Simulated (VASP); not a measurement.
Input of a VASP 6.6.1 run:

The input INCAR:

```
SYSTEM = TiC
ALGO = Normal
EDIFF = 1E-6
ENCUT = 520
GGA = PS
ISIF = 2
ISMEAR = 0
LASPH = .True.
LCHARG = .True.
LELF = .True.
LREAL = .False.
LVHAR = .True.
LWAVE = .False.
NBANDS = 15
NELM = 60
PREC = Accurate
SIGMA = 0.15
```

KPOINTS

```
k-points
0
Gamma
  24 24 24
  0 0 0
```

File POSCAR:

```
TiC
1.0
    0.0000000000      2.1466854677      2.1466854677
    2.1466854677      0.0000000000      2.1466854677
    2.1466854677      2.1466854677      0.0000000000
Ti C
1 1
Direct
    0.0000000000      0.0000000000      0.0000000000
    0.5291146518      0.5291146518      0.4708853482
```

Potentials or basis: VASP PAW PBE potentials, release 64 (Ti_sv, C).

Launch:

```bash
$ cat potpaw_PBE.64/Ti_sv/POTCAR potpaw_PBE.64/C/POTCAR > POTCAR
$ mpirun -np 1 vasp_std > vasp.out
```

Problem. Predict the pressure.

Solution. 2.2 GPa.

Problem. Predict the band gap on the k mesh.

Solution. Zero (band 8 reaches 10.30 eV, above the bottom of band 9 at 9.13 eV).

Problem. What does it give for the largest force?

Solution. 1.259 eV/Å.

Stress tensor (GPa, compression positive):
```
0.49 0.00 0.00
0.00 0.49 0.00
0.00 0.00 5.52
```

Caveat: the cell differs from its parent crystal (all C atoms moved +0.125 Å, as atom 2 along Cartesian [0 0 1]); the PAW data sets were made with another functional, which shifts forces and pressure a little.
